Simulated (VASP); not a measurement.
Fe: single point with PBE

Fe:

```xyz
2
Lattice="2.4420 -0.2096 -0.0022 1.0101 2.2332 -0.0008 0.0035 -0.0002 4.0048" Properties=species:S:1:pos:R:3 pbc="T T T"
Fe    2.5917    1.5175    3.0014
Fe    0.8639    0.5058    1.0005
```

| Quantity | Value |
| --- | --- |
| Program | VASP 6.6.1 |
| Task | single point |
| Functional | PBE |
| Potentials or basis | VASP PAW PBE potentials, release 64 (Fe) |
| Cutoff | 600 eV |
| k mesh | 18 × 18 × 10 |
| Occupations | gaussian, width 0.1 eV |
| Spin | collinear spin, ferromagnetic start |
| Starting moments | [2.43, 2.43] μB |
| Dipole correction | no |
| Further INCAR settings | ALGO = Normal; EDIFF = 1e-06; NBANDS = 19 |

```json
{
 "Pressure": "-0.3 GPa",
 "Net moment": "4.35 μB per cell",
 "Site moments": "Fe +2.17 μB",
 "Valence electrons inside the program's atomic spheres": "Fe 7.27"
}
```

Levels at points of the mesh, in eV from the Fermi level:
Spin up:
```
           k point  band 6  band 7  band 8  band 9  band 10  band 11  band 12  band 13  band 14  band 15
(0.00, 0.00, 0.00)   -2.30   -1.09   -1.09   -1.02    -0.90     0.39     0.51     7.36    18.38    20.25
(0.50, 0.00, 0.00)   -2.69   -1.13   -1.13   -0.69    -0.69     2.34     2.34    11.04    11.04    11.98
(0.00, 0.50, 0.00)   -2.69   -1.13   -1.13   -0.69    -0.69     2.34     2.34    11.04    11.04    11.98
(0.50, 0.50, 0.00)   -0.91    0.12    0.12    0.13     0.40     0.53     7.38     9.94     9.95     9.95
(0.00, 0.00, 0.50)   -2.44   -1.25   -1.25   -1.07    -1.07    -1.02    -1.02    15.82    15.82    21.26
(0.50, 0.00, 0.50)   -1.02   -0.90   -0.90    0.39     0.39     0.52     0.52     7.37     7.37    18.38
(0.00, 0.50, 0.50)   -1.02   -0.90   -0.90    0.39     0.39     0.52     0.52     7.37     7.37    18.38
(0.50, 0.50, 0.50)   -1.92   -1.30   -1.30    0.26     0.26     5.16     5.16     7.91     7.91    13.83
```
Spin down:
```csv
k point,band 3,band 4,band 5,band 6,band 7,band 8,band 9,band 10
"(0.00, 0.00, 0.00)",-1.70,-0.42,-0.41,-0.40,0.62,1.51,1.65,1.66
"(0.50, 0.00, 0.00)",-1.69,-1.69,-1.25,-1.25,1.34,1.34,1.91,1.91
"(0.00, 0.50, 0.00)",-1.69,-1.69,-1.25,-1.25,1.34,1.34,1.91,1.91
"(0.50, 0.50, 0.00)",-3.04,-1.69,0.63,1.51,1.91,2.29,2.29,2.29
"(0.00, 0.00, 0.50)",-1.09,-1.09,-0.72,-0.72,0.94,0.94,1.31,1.31
"(0.50, 0.00, 0.50)",-1.69,-1.69,0.62,0.62,1.50,1.50,1.91,1.91
"(0.00, 0.50, 0.50)",-1.69,-1.69,0.62,0.62,1.50,1.50,1.91,1.91
"(0.50, 0.50, 0.50)",-1.98,-1.98,-0.09,-0.09,0.69,0.69,2.44,2.44
```

It took 8.5 min on 1 thread of Intel(R) Xeon(R) Platinum 8375C CPU @ 2.90GHz (Ice Lake), with other jobs on the host, peak memory 0.74 GiB.
